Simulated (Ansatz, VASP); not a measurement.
# PbF2 in VASP and in Ansatz

```
CELL_PARAMETERS angstrom
4.24274 0.00000 0.00000
-2.12137 3.67432 0.00000
0.00000 0.00000 18.66046
ATOMIC_POSITIONS crystal
F 0.00000 0.00000 0.26795
F 0.33333 0.66667 0.36077
F 0.66667 0.33333 0.45359
F 0.00000 0.00000 0.54641
F 0.33333 0.66667 0.63923
F 0.66667 0.33333 0.73205
Pb 0.66667 0.33333 0.31436
Pb 0.33333 0.66667 0.50000
Pb 0.00000 0.00000 0.68564
```

Alike in both runs: task single point; functional PBE; k mesh 9 × 9 × 1; occupations gaussian, width 0.05 eV; no spin polarisation.

|  | VASP | Ansatz |
| --- | --- | --- |
| version | VASP 6.6.1 | Ansatz 0.2.0 |
| potentials or method | VASP PAW PBE potentials, release 64 (F, Pb_d), cutoff 520 eV | scalar-relativistic, plane waves, PAW |
| valence electrons in the cell | 84 | 84 |

|  | VASP | Ansatz | Ansatz less VASP |
| --- | --- | --- | --- |
| gap on the k mesh at the Fermi level (eV) | 4.27 | 4.27 | +0.006 |
| least direct gap on the mesh (eV) | 4.36 | 4.37 | +0.006 |
| rms of the force components (eV/Å) | 0.122 | 0.122 | -0.0004 |

Neither program's run includes spin-orbit coupling.
